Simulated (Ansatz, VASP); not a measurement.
Zn in VASP and in Ansatz

```
Zn
1.0
     2.53623    0.00000    0.00000
    -1.26811    2.19644    0.00000
     0.00000    0.00000    4.67218
Zn
2
Direct
  0.33333 0.66667 0.25000
  0.66667 0.33333 0.75000
```

Alike in both runs: task single point; functional LDA; k mesh 23 × 23 × 11; occupations fermi-dirac, width 0.1 eV; no spin polarisation.

```csv
,VASP,Ansatz
version,VASP 6.6.1,Ansatz 0.2.0
potentials or method,"VASP PAW LDA potentials, release 64 (Zn), cutoff 520 eV","plane waves (420 eV) with PAW, scalar-relativistic"
valence electrons in the cell,24,24
```

Ansatz gave:

| Property | Result |
| --- | --- |
| pressure (GPa) | 4.8 |
| traceless stress, the component that is largest in VASP (GPa) | -1.34 |

Q: Estimate VASP's values.

A: Pressure (GPa): 5.7; traceless stress, the component that is largest in VASP (GPa): -1.58.

Ansatz warns that its potentials were made for another functional, while VASP's fit it. LDA's correlation is that of Perdew and Zunger in VASP and of Perdew and Wang (1992) in Ansatz.
